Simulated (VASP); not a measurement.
Set up this calculation in VASP 6.6.1, as the native input.

* Task: single point
* Functional: r2SCAN
* Potentials or basis: VASP PAW PBE potentials, release 64 (K_sv, F)
* Cutoff: 520 eV
* k mesh: 8 × 8 × 8
* Occupations: gaussian, width 0.01 eV
* Spin: no spin polarisation
* Dipole correction: no
* Further INCAR settings: ALGO = Normal; EDIFF = 1e-07; NBANDS = 15

KF:

```xyz
2
Lattice="0.0669 2.6590 2.6590 2.6590 0.0669 2.6590 2.7258 2.7258 0.0000" Properties=species:S:1:pos:R:3 pbc="T T T"
K     0.0000    0.0000    0.0000
F     2.7258    2.7258    2.6590
```

This cell differs from its parent crystal: shear xy strain +5.0%.

The input as run:

POSCAR

```
KF
1.0
    0.0668728586      2.6589605792      2.6589605792
    2.6589605792      0.0668728586      2.6589605792
    2.7258334378      2.7258334378      0.0000000000
K F
1 1
Direct
    0.0000000000      0.0000000000      0.0000000000
    0.5000000000      0.5000000000      0.5000000000
```

INCAR.step1

```
SYSTEM = KF
  PREC = Accurate
  ENCUT = 520
  ISMEAR = 0
  SIGMA = 0.01
  LREAL = .FALSE.
  LASPH = .TRUE.
  NELM = 60
  NBANDS = 15
  GGA = PE
  ALGO = Normal
  EDIFF = 1E-4
  LWAVE = .TRUE.
  LCHARG = .FALSE.
```

INCAR.step2

```
SYSTEM = KF
  PREC = Accurate
  ENCUT = 520
  EDIFF = 1E-7
  ISMEAR = 0
  SIGMA = 0.01
  LREAL = .FALSE.
  LASPH = .TRUE.
  NELM = 60
  ALGO = Normal
  ISIF = 2
  LWAVE = .FALSE.
  LCHARG = .FALSE.
  METAGGA = R2SCAN
  LMIXTAU = .TRUE.
  NBANDS = 15
  ISTART = 1
```

KPOINTS

```
regular mesh
0
G
  8 8 8
  0 0 0
```

Potentials or basis: VASP PAW PBE potentials, release 64 (K_sv, F).

Launch:

```console
$ cat potpaw_PBE.64/K_sv/POTCAR potpaw_PBE.64/F/POTCAR > POTCAR
$ cp INCAR.step1 INCAR
$ mpirun -np 1 vasp_std > vasp.out
$ cp INCAR.step2 INCAR
$ mpirun -np 1 vasp_std > vasp.out
```

It gave:

The pressure is 0.0 GPa and the band gap on the k mesh is 6.88 eV.

Caveat: the cell differs from its parent crystal (shear xy strain +5.0%); the PAW data sets were made with another functional, which shifts forces and pressure a little.

Run time: 2 min on 1 thread of Intel(R) Xeon(R) Platinum 8488C (Sapphire Rapids), on a shared host, peak memory 0.2 GiB.
